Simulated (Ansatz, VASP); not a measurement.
## Two plane-wave programs on Cu

```
Cu
1.0
     4.05627    0.00000    0.00000
    -2.02814    3.51283    0.00000
     0.00000    0.00000    2.48649
Cu
3
Cartesian
  0.0000 0.0000 0.0000
  0.0000 2.3419 1.2432
  2.0281 1.1709 1.2432
```

Alike in both runs: task relaxation of cell and atoms; functional LDA; k mesh 9 × 9 × 13; occupations fermi-dirac, width 0.1 eV; no spin polarisation.

|  | VASP | Ansatz |
| --- | --- | --- |
| version | VASP 6.6.1 | Ansatz 0.2.0 |
| potentials or method | VASP PAW LDA potentials, release 64 (Cu), cutoff 600 eV | plane waves (420 eV) with PAW, scalar-relativistic |
| valence electrons in the cell | 33 | 57 |

```csv
,VASP,Ansatz,Ansatz less VASP
relaxed volume (Å³/atom),11.13,11.08,-0.052
relaxed cell length with the largest relative difference (Å),2.404,2.400,-0.0039
```

Ansatz warns that its potentials were made for another functional, while VASP's fit it. LDA's correlation is that of Perdew and Zunger in VASP and of Perdew and Wang (1992) in Ansatz. VASP's potentials hold 33 valence electrons a cell and Ansatz's 57, so a difference there can come from the potentials and not from the codes.
